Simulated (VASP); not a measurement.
# SiB6 (Pm-3m) in VASP: further runs

Runs on SiB6. Level: PBE. Tasks: single point.

Program: VASP 6.6.1. These are calculated values, not measurements. Logs are shortened: lines on timing, memory, paths and dates and some standing lists are left out, and cuts for length are marked.

### Step 1. The cell of the first run

It takes space group Pm-3m (No. 221, cubic). Conventional cell: a = 4.134 Å, b = 4.134 Å, c = 4.134 Å, α = 90.00°, β = 90.00°, γ = 90.00°. Within 4.0 Å of Si (site symmetry m-3m) lie 24 B at 3.04 Å. B (site symmetry 4mm) has 5 B at 1.66 to 1.75 Å within 2.2 Å.

### Step 2. Single point, PBE

INCAR

```
SYSTEM = SiB6
PREC = Accurate
ENCUT = 500
EDIFF = 1E-6
ISMEAR = 0
SIGMA = 0.1
LREAL = .FALSE.
LASPH = .TRUE.
NELM = 120
ALGO = Normal
ISIF = 2
LWAVE = .FALSE.
LCHARG = .FALSE.
GGA = PE
NBANDS = 20
GGA_COMPAT = .FALSE.
```

KPOINTS

```
Automatic mesh
0
G
  4 4 4
  0 0 0
```

POSCAR

```
SiB6
1.0
    4.1339657438      0.0000000000      0.0000000000
    0.0000000000      4.1339657438      0.0000000000
    0.0000000000      0.0000000000      4.1339657438
Si B
1 6
Direct
    0.0000000000      0.0000000000      0.0000000000
    0.2004363417      0.5000000000      0.5000000000
    0.5000000000      0.2004363417      0.5000000000
    0.7995636583      0.5000000000      0.5000000000
    0.5000000000      0.7995636583      0.5000000000
    0.5000000000      0.5000000000      0.2004363417
    0.5000000000      0.5000000000      0.7995636583
```

Potentials or basis: VASP PAW PBE potentials, release 64 (Si, B).

On the command line:

```sh
cat potpaw_PBE.64/Si/POTCAR potpaw_PBE.64/B/POTCAR > POTCAR
mpirun -np 1 vasp_std > vasp.out
```

OUTCAR:

```text
SYSTEM = SiB6
   PREC = Accurate
   ENCUT = 500
   EDIFF = 1E-6
   ISMEAR = 0
   LREAL = .FALSE.
   LASPH = .TRUE.
   NELM = 120
   ISIF = 2
   GGA = PE

 ion  position               nearest neighbor table
   1  0.000  0.000  0.000-
   2  0.200  0.500  0.500-   4 1.66   3 1.75   5 1.75   6 1.75   7 1.75
   3  0.500  0.200  0.500-   5 1.66   4 1.75   2 1.75   6 1.75   7 1.75
   4  0.800  0.500  0.500-   2 1.66   3 1.75   5 1.75   6 1.75   7 1.75
   5  0.500  0.800  0.500-   3 1.66   2 1.75   4 1.75   6 1.75   7 1.75
   6  0.500  0.500  0.200-   7 1.66   3 1.75   4 1.75   5 1.75   2 1.75
   7  0.500  0.500  0.800-   6 1.66   3 1.75   4 1.75   5 1.75   2 1.75

  LATTYP: Found a simple cubic cell.
 ALAT       =     4.1339657438

  Lattice vectors:

 A1 = (   4.1339657438,   0.0000000000,   0.0000000000)
 A2 = (   0.0000000000,   4.1339657438,   0.0000000000)
 A3 = (   0.0000000000,   0.0000000000,   4.1339657438)

Analysis of symmetry for initial positions (statically):
=====================================================================
 Subroutine PRICEL returns:
 Original cell was already a primitive cell.

 Routine SETGRP: Setting up the symmetry group for a
 simple cubic supercell.

 Subroutine GETGRP returns: Found 48 space group operations
 (whereof 48 operations were pure point group operations)
 out of a pool of 48 trial point group operations.

The static configuration has the point symmetry O_h .

Analysis of symmetry for dynamics (positions and initial velocities):
=====================================================================
 Subroutine PRICEL returns:
 Original cell was already a primitive cell.

 Routine SETGRP: Setting up the symmetry group for a
 simple cubic supercell.

 Subroutine GETGRP returns: Found 48 space group operations
 (whereof 48 operations were pure point group operations)
 out of a pool of 48 trial point group operations.

The dynamic configuration has the point symmetry O_h .

 Subroutine INISYM returns: Found 48 space group operations
 (whereof 48 operations are pure point group operations),
 and found     1 'primitive' translations

----------------------------------------------------------------------------------------

                                     Primitive cell

  volume of cell :      70.6481

  direct lattice vectors                    reciprocal lattice vectors
     4.133965744  0.000000000  0.000000000     0.241898473  0.000000000  0.000000000
     0.000000000  4.133965744  0.000000000     0.000000000  0.241898473  0.000000000
     0.000000000  0.000000000  4.133965744     0.000000000  0.000000000  0.241898473

  length of vectors
     4.133965744  4.133965744  4.133965744     0.241898473  0.241898473  0.241898473

  position of ions in fractional coordinates (direct lattice)
     0.000000000  0.000000000  0.000000000
     0.200436342  0.500000000  0.500000000
     0.500000000  0.200436342  0.500000000
     0.799563658  0.500000000  0.500000000
     0.500000000  0.799563658  0.500000000
     0.500000000  0.500000000  0.200436342
     0.500000000  0.500000000  0.799563658

  ion indices of the primitive-cell ions
   primitive index   ion index
                 1           1
                 2           2
                 3           3
                 4           4
                 5           5
                 6           6
                 7           7

----------------------------------------------------------------------------------------

 KPOINTS: Automatic mesh

Automatic generation of k-mesh.
 Grid dimensions read from file:
 generate k-points for:    4    4    4

 Generating k-lattice:

  Cartesian coordinates                     Fractional coordinates (reciprocal lattice)
     0.060474618  0.000000000  0.000000000     0.250000000  0.000000000  0.000000000
     0.000000000  0.060474618  0.000000000     0.000000000  0.250000000  0.000000000
     0.000000000  0.000000000  0.060474618     0.000000000  0.000000000  0.250000000

  Length of vectors
     0.060474618  0.060474618  0.060474618

  Shift w.r.t. Gamma in fractional coordinates (k-lattice)
     0.000000000  0.000000000  0.000000000

 Subroutine IBZKPT returns following result:
 ===========================================

 Found     10 irreducible k-points:

 Following reciprocal coordinates:
            Coordinates               Weight
  0.000000  0.000000  0.000000      1.000000
  0.250000  0.000000  0.000000      6.000000
  0.500000  0.000000  0.000000      3.000000
  0.250000  0.250000  0.000000     12.000000
  0.500000  0.250000  0.000000     12.000000
  0.500000  0.500000  0.000000      3.000000
  0.250000  0.250000  0.250000      8.000000
  0.500000  0.250000  0.250000     12.000000
  0.500000  0.500000  0.250000      6.000000
  0.500000  0.500000  0.500000      1.000000
   k-points           NKPTS =     10   k-points in BZ     NKDIM =     10   number of bands    NBANDS=     20
   number of dos      NEDOS =    301   number of ions     NIONS =      7
   total plane-waves  NPLWV =  27000
   dimension x,y,z NGX =    30 NGY =   30 NGZ =   30
   dimension x,y,z NGXF=    60 NGYF=   60 NGZF=   60
   ions per type =               1   6
   NGX,Y,Z   is equivalent  to a cutoff of  12.06, 12.06, 12.06 a.u.
   NGXF,Y,Z  is equivalent  to a cutoff of  24.13, 24.13, 24.13 a.u.
 SYSTEM =  SiB6
   PREC   = accura    normal or accurate (medium, high low for compatibility)
   ISTART =      0    job   : 0-new  1-cont  2-samecut
   ICHARG =      2    charge: 1-file 2-atom 10-const
   ISPIN  =      1    spin polarized calculation?
   LNONCOLLINEAR =      F non collinear calculations
   LSORBIT =      F    spin-orbit coupling
   LASPH  =      T    aspherical Exc in radial PAW
   ENCUT  =  500.0 eV  36.75 Ry    6.06 a.u.   7.54  7.54  7.54*2*pi/ulx,y,z
   NELM   =    120;   NELMIN=  2; NELMDL= -5     # of ELM steps
   EDIFF  = 0.1E-05   stopping-criterion for ELM
   LREAL  =      F    real-space projection
   EDIFFG = 0.1E-04   stopping-criterion for IOM
   NSW    =      0    number of steps for IOM
   IBRION =     -1    ionic relax: 0-MD 1-quasi-New 2-CG
   NFREE  =      0    steps in history (QN), initial steepest desc. (CG)
   ISIF   =      2    stress and relaxation
   ISYM   =      2    0-nonsym 1-usesym 2-fastsym
   POTIM  = 0.5000    time-step for ionic-motion
   TEBEG  =    0.0;   TEEND  =   0.0 temperature during run
   PSTRESS=    0.0 pullay stress
   NELECT =      22.0000    total number of electrons
   NUPDOWN=      -1.0000    fix difference up-down
   EMIN   =  10.00;   EMAX   =-10.00  energy-range for DOS
   EFERMI =   0.00;   METHOD = LEGACY
   ISMEAR =     0;   SIGMA  =   0.10  broadening in eV -4-tet -1-fermi 0-gaus
   EFERMI_NEDOS =   21; number of points for ismear=-14 and -15
   IALGO  =     38    algorithm
   IMIX   =      4    mixing-type and parameters
     AMIX     =   0.40;   BMIX     =  1.00
     AMIX_MAG =   1.60;   BMIX_MAG =  1.00
  volume/ion in A,a.u.               =      10.09        68.11
  Fermi-wavevector in a.u.,A,eV,Ry     =   1.109640  2.096916 16.752872  1.231301
  Thomas-Fermi vector in A             =   2.246182
   LORBIT       =      0    0 simple, 1 ext, 2 COOP (PROOUT), +10 PAW based schemes
   GGA     = PE    functional components
   LHFCALC =     F    Hartree Fock is set to
   AEXX    =    0.0000 exact exchange contribution
   IVDW    =     0    specifies the selected vdW correction
   LEPSILON=     F    determine dielectric tensor
   LRPA    =     F    only Hartree local field effects (RPA)
 non-spin polarized calculation
 Gauss-broadening in eV      SIGMA  =   0.10
  energy-cutoff  :      500.00
  volume of cell :       70.65
 maximum number of plane-waves:      1856
   NGX = 15   NGY = 15   NGZ = 15

 number of electron      21.9999998 magnetization

 Free energy of the ion-electron system (eV)
  ---------------------------------------------------
  ext. energy  EPLUGINS =         0.00000000
  ---------------------------------------------------
  free energy    TOTEN  =       -42.38920602 eV

  energy without entropy =      -42.38126431  energy(sigma->0) =      -42.38523517

 E-fermi :   5.2378     XC(G=0): -10.5441

 val. band max:        5.2241590599   @ k =   0.5000   0.0000   0.0000
 cond. band min:       5.2853054076   @ k =   0.5000   0.5000   0.0000
 fundamental gap:      0.0611463477
 Fermi energy:         5.2377635279

 k-point     1 :       0.0000    0.0000    0.0000
  band No.  band energies     occupation
      1      -9.6158      2.00000
      2      -3.7209      2.00000
      3      -1.8288      2.00000
      4      -1.8288      2.00000
      5      -1.8288      2.00000
      6      -0.1161      2.00000
[... 12 lines left out ...]
     19      11.5607      0.00000
     20      15.5100      0.00000

 k-point     2 :       0.2500    0.0000    0.0000
  band No.  band energies     occupation
      1      -9.3986      2.00000
      2      -4.6654      2.00000
      3      -1.9721      2.00000
      4      -1.5060      2.00000
      5      -1.5060      2.00000
      6       0.0305      2.00000
[... 12 lines left out ...]
     19      13.6721      0.00000
     20      14.0016      0.00000

 k-point     3 :       0.5000    0.0000    0.0000
  band No.  band energies     occupation
      1      -9.1264      2.00000
      2      -5.5021      2.00000
      3      -1.6109      2.00000
      4      -1.0414      2.00000
      5      -1.0414      2.00000
      6       0.0430      2.00000
[... 12 lines left out ...]
     19      13.7229      0.00000
     20      13.8496      0.00000

 k-point     4 :       0.2500    0.2500    0.0000
  band No.  band energies     occupation
      1      -9.2062      2.00000
      2      -4.6247      2.00000
      3      -3.3474      2.00000
      4      -1.1895      2.00000
      5      -0.9002      2.00000
      6      -0.3165      2.00000
[... 107 lines left out ...]
 k-point     9 :       0.5000    0.5000    0.2500
  band No.  band energies     occupation
      1      -8.6725      2.00000
      2      -3.7812      2.00000
      3      -3.7812      2.00000
      4      -2.7398      2.00000
      5      -2.4872      2.00000
      6       0.8074      2.00000
[... 12 lines left out ...]
     19      14.0146      0.00000
     20      14.8883      0.00000

 k-point    10 :       0.5000    0.5000    0.5000
  band No.  band energies     occupation
      1      -8.5343      2.00000
      2      -3.3179      2.00000
      3      -3.3179      2.00000
      4      -3.3179      2.00000
      5      -1.8924      2.00000
      6      -0.4434      2.00000
[... 12 lines left out ...]
     19      13.8600      0.00000
     20      13.8600      0.00000

------------------------ aborting loop because EDIFF is reached ----------------------------------------

  FORCE on cell =-STRESS in cart. coord.  units (eV):
  Direction    XX          YY          ZZ          XY          YZ          ZX
  --------------------------------------------------------------------------------------
  -------------------------------------------------------------------------------------
  Total       -0.0196541     -0.0196541     -0.0196541      0.0000000      0.0000000      0.0000000
  in kB       -0.4457213     -0.4457213     -0.4457213      0.0000000      0.0000000      0.0000000
  external PRESSURE =      -0.4457213 kB  Pullay stress =       0.0000000 kB

 VOLUME and BASIS-vectors are now :
 -----------------------------------------------------------------------------
  energy-cutoff  :      500.00
  volume of cell :       70.65
      direct lattice vectors                 reciprocal lattice vectors
     4.133965744  0.000000000  0.000000000     0.241898473  0.000000000  0.000000000
     0.000000000  4.133965744  0.000000000     0.000000000  0.241898473  0.000000000
     0.000000000  0.000000000  4.133965744     0.000000000  0.000000000  0.241898473

 POSITION                                       TOTAL-FORCE (eV/Angst)
 -----------------------------------------------------------------------------------
      0.00000      0.00000      0.00000         0.000000      0.000000      0.000000
      0.82860      2.06698      2.06698        -0.030001      0.000000      0.000000
      2.06698      0.82860      2.06698         0.000000     -0.030001      0.000000
      3.30537      2.06698      2.06698         0.030001      0.000000     -0.000000
      2.06698      3.30537      2.06698        -0.000000      0.030001     -0.000000
      2.06698      2.06698      0.82860        -0.000000      0.000000     -0.030001
      2.06698      2.06698      3.30537         0.000000      0.000000      0.030001
 -----------------------------------------------------------------------------------
    total drift:                               -0.000000      0.000000     -0.000000

  FREE ENERGIE OF THE ION-ELECTRON SYSTEM (eV)
  ---------------------------------------------------
  free  energy   TOTEN  =       -42.3892060231 eV

  energy  without entropy=      -42.3812643097  energy(sigma->0) =      -42.38523517
```

It took 24 s on 1 thread of Intel Xeon 8259CL, shared host; peak memory 0.16 GiB.

What came out:

```yaml
Free_energy: -42.3892 eV
Pressure: 0.0 GPa
Largest_force: 0.030 eV/Å
Band_gap_on_the_k_mesh: 0.06 eV, indirect (least direct gap 0.69 eV)
```

Forces in eV/Å, atoms in the order of the input:
```
Si   0.000  0.000  0.000
B   -0.030  0.000  0.000
B    0.000 -0.030  0.000
B    0.030  0.000  0.000
B    0.000  0.030  0.000
B    0.000  0.000 -0.030
B    0.000  0.000  0.030
```

A k mesh can miss the band edges.

(Continued in part 2 of 2.)
